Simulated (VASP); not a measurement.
Input of a VASP 6.6.1 run:

The input INCAR:

```
SYSTEM = SnO
ALGO = Normal
EDIFF = 1E-8
ENCUT = 520
GGA = PS
IBRION = 8
ISIF = 2
ISMEAR = -1
LASPH = .True.
LCHARG = .False.
LREAL = .False.
LWAVE = .False.
NELM = 60
NSW = 1
PREC = Accurate
SIGMA = 0.05
```

KPOINTS

```
k-points
0
Gamma
  7 7 6
  0 0 0
```

The input POSCAR:

```
SnO
1.0
    3.8136952200      0.0000000000      0.0000000000
    0.0000000000      3.8136952200      0.0000000000
    0.0000000000      0.0000000000      4.8869133000
Sn O
2 2
Direct
    0.5000000000      0.0000000000      0.7646261400
    0.0000000000      0.5000000000      0.2353738600
    0.0000000000      0.0000000000      0.0000000000
    0.5000000000      0.5000000000      0.0000000000
```

Potentials or basis: VASP PAW PBE potentials, release 64 (Sn_d, O).

Command:

```bash
$ cat potpaw_PBE.64/Sn_d/POTCAR potpaw_PBE.64/O/POTCAR > POTCAR
$ mpirun -np 1 vasp_std > vasp.out
```

(1) Estimate the highest phonon frequency at Γ, LO-TO splitting left out.

Answers

(1) 452 cm⁻¹.
